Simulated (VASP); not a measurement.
Input of a VASP 6.6.1 run:

Contents of INCAR:

```
PREC     = Accurate       # precision mode
ENCUT    = 520            # plane-wave cutoff, eV
EDIFF    = 1E-6           # SCF threshold, eV
ISMEAR   = 0              # smearing method
SIGMA    = 0.05           # smearing width, eV
LREAL    = Auto         
LASPH    = T              # aspherical terms in the spheres
NELM     = 80             # most SCF steps
ALGO     = Normal         # electronic algorithm
ISIF     = 2              # what is computed and relaxed
LWAVE    = F              # write WAVECAR
LCHARG   = F              # write CHGCAR
LDIPOL   = T            
IDIPOL   = 3            
DIPOL    = 0.5 0.5 0.313
GGA      = PE             # functional
IVDW     = 12             # dispersion correction
NBANDS   = 52             # bands
```

Contents of KPOINTS:

```
regular mesh
0
Gamma
  6 6 1
```

File POSCAR:

```
C17O
1.0
    4.9298867130      0.0000000000      0.0000000000
   -0.0081547558      4.4132984516      0.0000000000
    0.0000000000      0.0000000000     23.6650337471
C O
17 1
Direct
    0.3745684085      0.7405378974      0.1690257467
    0.8745684085      0.7405378974      0.1690257467
    0.1243974091      0.6365956441      0.1920114160
    0.6243974091      0.6365956441      0.1920114160
    0.1240513173      0.4291046681      0.2380452569
    0.6240513173      0.4291046681      0.2380452569
    0.3738803179      0.3251624149      0.2610309261
    0.8738803179      0.3251624149      0.2610309261
    0.3735338584      0.1126520408      0.3070664644
    0.8735338584      0.1126520408      0.3070664644
    0.1233638388      0.0072945126      0.3289983678
    0.6233638388      0.0072945126      0.3289983678
    0.1229920122      0.7810454900      0.3748118563
    0.6229920122      0.7810454900      0.3748118563
    0.3728273188      0.6826774530      0.3936201337
    0.8728273188      0.6826774530      0.3936201337
    0.3728273188      1.4326774530      0.5774356332
    0.3728273188      1.4326774530      0.5288407310
```

Potentials or basis: VASP PAW PBE potentials, release 64 (C, O).

The run is started by

```sh
$ cat potpaw_PBE.64/C/POTCAR potpaw_PBE.64/O/POTCAR > POTCAR
$ mpirun -np 1 vasp_std > vasp.out
```

**Question.** Estimate the largest force.

**Answer.** 2.957 eV/Å.

**Question.** Predict the band gap on the k mesh.

**Answer.** Zero (bands 37 and 38 overlap by 0.03 eV).

**Question.** Predict the dispersion energy per atom.

**Answer.** -0.108 eV.

Forces in eV/Å, atoms in the order of the input:
```
C    0.000 -1.163  1.521
C    0.000 -1.161  1.521
C   -0.004  1.859 -2.299
C   -0.002  1.859 -2.299
C    0.003 -0.845  0.994
C    0.003 -0.845  0.994
C    0.000  0.161 -0.218
C    0.000  0.159 -0.218
C    0.002 -0.026  0.009
C    0.002 -0.032  0.012
C    0.013  0.040 -0.037
C   -0.010  0.040 -0.037
C   -0.011 -0.026  0.046
C   -0.008 -0.026  0.046
C    0.003  0.039 -0.058
C    0.003 -0.027  0.052
C    0.004  0.007 -0.738
O    0.000 -0.012  0.708
```
